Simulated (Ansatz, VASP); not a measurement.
## Two plane-wave programs on P

The input POSCAR:

```
P
1.0
    4.8269041647     -4.2903700230      0.0039727382
    4.8269041647      4.2903700230      0.0039727382
   -0.0191252913      0.0000000000      5.5570947015
P
8
Direct
    0.8795161828      0.8095921440      0.2497776141
    0.1204838172      0.1904078560      0.7502223859
    0.7339115343      0.6955123007      0.5725434636
    0.2660884657      0.3044876993      0.4274565364
    0.5375221612      0.7951407753      0.2583298477
    0.2443325897      0.4973109408      0.7568187275
    0.4624778388      0.2048592247      0.7416701523
    0.7556674103      0.5026890592      0.2431812725
```

The input INCAR.step1:

```
SYSTEM = P
  PREC = Accurate
  ENCUT = 520
  ISMEAR = 0
  SIGMA = 0.05
  LREAL = .False.
  LASPH = .True.
  NELM = 100
  NBANDS = 30
  GGA = PE
  ALGO = Normal
  EDIFF = 1E-4
  LWAVE = .True.
  LCHARG = .False.
```

The input INCAR.step2:

```
SYSTEM = P
  PREC = Accurate
  ENCUT = 520
  EDIFF = 1E-6
  ISMEAR = 0
  SIGMA = 0.05
  LREAL = .False.
  LASPH = .True.
  NELM = 100
  ALGO = Normal
  ISIF = 2
  LWAVE = .False.
  LCHARG = .False.
  METAGGA = R2SCAN
  LMIXTAU = .True.
  NBANDS = 30
  ISTART = 1
```

File KPOINTS:

```
Automatic mesh
0
Gamma
  4 4 4
  0 0 0
```

Input for Ansatz:

```yaml
crystal:
  lattice:
    - [4.8269041647, -4.290370023, 0.0039727382]
    - [4.8269041647, 4.290370023, 0.0039727382]
    - [-0.0191252913, 0.0, 5.5570947015]
  atoms:
    - { symbol: P, position: [0.8795161828, 0.809592144, 0.2497776141] }
    - { symbol: P, position: [0.1204838172, 0.190407856, 0.7502223859] }
    - { symbol: P, position: [0.7339115343, 0.6955123007, 0.5725434636] }
    - { symbol: P, position: [0.2660884657, 0.3044876993, 0.4274565364] }
    - { symbol: P, position: [0.5375221612, 0.7951407753, 0.2583298477] }
    - { symbol: P, position: [0.2443325897, 0.4973109408, 0.7568187275] }
    - { symbol: P, position: [0.4624778388, 0.2048592247, 0.7416701523] }
    - { symbol: P, position: [0.7556674103, 0.5026890592, 0.2431812725] }
basis:
  ecutwfc: 500
kpoints:
  mp_grid: { grid: [4, 4, 4] }
hamiltonian:
  xc: r2scan
scf:
  occupations: { method: gaussian, width: 0.05 }
output:
  forces: true
  stress: true
  eigenvalues: true
```

Change from the starting cell: mode 4 (25.7 1/cm) frozen in, largest displacement +0.300 Å.

Alike in both runs: task single point; functional r2SCAN; k mesh 4 × 4 × 4; occupations gaussian, width 0.05 eV; no spin polarisation.

```csv
,VASP,Ansatz
version,VASP 6.6.1,Ansatz 0.2.0
potentials or method,"VASP PAW PBE potentials, release 64 (P), cutoff 520 eV","scalar-relativistic, plane waves, PAW"
valence electrons in the cell,40,40
```

Ansatz gave:

```
gap on the k mesh at the Fermi level (eV)                     : 3.19
least direct gap on the mesh (eV)                             : 3.37
pressure (GPa)                                                : -1.2
traceless stress, the component that is largest in VASP (GPa) : 0.70
rms of the force components (eV/Å)                            : 0.324
```

Problem. Estimate VASP's values.

Solution. gap on the k mesh at the Fermi level (eV): 3.18; least direct gap on the mesh (eV): 3.36; pressure (GPa): -1.8; traceless stress, the component that is largest in VASP (GPa): 0.68; rms of the force components (eV/Å): 0.441.

VASP's potentials were made for PBE, not for r2SCAN. Atom by atom the forces differ by 0.125 eV/Å (rms over components).
